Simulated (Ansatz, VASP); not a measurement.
Two plane-wave programs on MgSc2Br

```
Mg Sc Br
1.0
     3.27060    0.00000    0.00000
     0.00000    3.27060    0.00000
     0.00000    0.00000    9.89361
Mg Sc Br
1 2 1
Direct
  0.00000 0.00000 0.50000
  0.50000 0.00000 0.77494
  0.00000 0.50000 0.22506
  0.50000 0.50000 0.00000
```

Change from the starting cell: species swapped into the Mg2SeS type (P-4m2, No. 115).

Alike in both runs: functional PBE; k mesh 4 × 4 × 4; occupations gaussian, width 0.1 eV; no spin polarisation.

Ansatz relaxed the structure, and its values are those at the end. VASP's run is a single point on that final structure, the one shown.

|  | VASP | Ansatz |
| --- | --- | --- |
| version | VASP 6.6.1 | Ansatz 0.2.0 |
| potentials or method | VASP PAW PBE potentials, release 64 (Mg, Sc_sv, Br), cutoff 520 eV | scalar-relativistic, plane waves, PAW |
| valence electrons in the cell | 31 | 39 |

```tsv
	VASP	Ansatz	Ansatz less VASP
gap on the k mesh at the Fermi level (eV)	none	none	-
pressure (GPa)	0.0	0.0	-0.03
rms of the force components (eV/Å)	0.007	0.000	-0.0066
```

A gap of «none» marks a metal or a gap that the smearing closes. The functional is the same, so the differences come from potentials, cutoffs and numerics. VASP's potentials hold 31 valence electrons a cell and Ansatz's 39, so a difference there can come from the potentials and not from the codes.

The k mesh is coarse, so the values compare programs but aren't converged.
